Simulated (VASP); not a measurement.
LiSi2B3: relaxation of cell and atoms with PBE

The system is LiSi2B3.

```xyz
6
Lattice="4.1809 0.0000 0.0000 -2.0904 3.6208 0.0000 0.0000 0.0000 7.0114" Properties=species:S:1:pos:R:3 pbc="T T T"
Li    0.0000    0.0000    3.5057
Si    0.0000    2.4138    3.5057
Si    2.0904    1.2069    3.5057
B     0.0000    0.0000    5.4435
B     0.0000    0.0000    1.5679
B     0.0000    0.0000    0.0000
```

The cell was built from a structure type or drawn by symmetry, and may not be a known phase.

| Quantity | Value |
| --- | --- |
| Program | VASP 6.6.1 |
| Task | relaxation of cell and atoms |
| Functional | PBE |
| Potentials or basis | VASP PAW PBE potentials, release 64 (Li_sv, Si, B) |
| Cutoff | 750 eV |
| k mesh | 12 × 12 × 6 |
| Occupations | gaussian, width 0.1 eV |
| Spin | no spin polarisation |
| Dipole correction | no |
| Further INCAR settings | ALGO = Normal; EDIFF = 1e-07; IBRION = 2; EDIFFG = -0.01; NSW = 100; ISIF = 3 |

* Relaxed volume: 17.45 Å³/atom
* Relaxed cell: a = 4.165 Å, b = 4.165 Å, c = 6.971 Å, α = 90.00°, β = 90.00°, γ = 120.00°
* Space group after relaxing (to 0.1 Å): P6/mmm (No. 191)
* Energy gained by relaxing: 0.5 meV/atom
* Ionic steps: 6
* Pressure after relaxing: 0.0 GPa
* Largest force after relaxing: 0.004 eV/Å
* Band gap on the k mesh: zero (bands 10 and 11 overlap by 1.68 eV)

Forces in eV/Å, atoms in the order of the input:
```
Li   0.000  0.000  0.000
Si   0.000  0.000  0.000
Si   0.000  0.000  0.000
B    0.000  0.000  0.004
B    0.000  0.000 -0.004
B    0.000  0.000  0.000
```

Step by step:
```tsv
step	energy change (eV)	largest force (eV/Å)	pressure (GPa)	volume (Å³)
1	0.0000	0.0436	-0.49	106.14
2	-0.0020	0.0995	-0.11	105.31
3	-0.0020	0.1098	-0.03	105.15
4	-0.0026	0.0621	-0.04	104.67
5	-0.0027	0.0137	-0.04	104.80
6	-0.0027	0.0037	-0.01	104.73
```

Final structure:
```cif
data_structure
_symmetry_space_group_name_H-M 'P 1'
_symmetry_Int_Tables_number 1
_cell_length_a 4.1649
_cell_length_b 4.1649
_cell_length_c 6.9714
_cell_angle_alpha 90.000
_cell_angle_beta 90.000
_cell_angle_gamma 120.000
_cell_volume 104.73
loop_
_atom_site_label
_atom_site_type_symbol
_atom_site_fract_x
_atom_site_fract_y
_atom_site_fract_z
_atom_site_occupancy
Li1 Li 0.00000 0.00000 0.50000 1
Si1 Si 0.33333 0.66667 0.50000 1
Si2 Si 0.66667 0.33333 0.50000 1
B1 B 0.00000 0.00000 0.77541 1
B2 B 0.00000 0.00000 0.22459 1
B3 B 0.00000 0.00000 0.00000 1
```

Levels at points of the mesh, in eV from the Fermi level:
```
           k point  band 7  band 8  band 9  band 10  band 11  band 12  band 13  band 14
(0.00, 0.00, 0.00)   -2.28   -1.03   -1.03    -0.59    -0.39     1.53     1.53     2.33
(0.50, 0.00, 0.00)   -2.28   -1.91   -1.80    -1.08     0.34     1.53     2.11     2.73
(0.00, 0.00, 0.50)   -2.28   -0.68   -0.68    -0.59     0.22     0.22     0.44     2.09
(0.50, 0.00, 0.50)   -2.86   -2.79   -1.37    -0.27     0.90     1.67     1.98     2.93
```

Run time: 5.8 min on 1 thread of Intel(R) Xeon(R) 6975P-C (Granite Rapids) (shared host), peak memory 0.44 GiB.
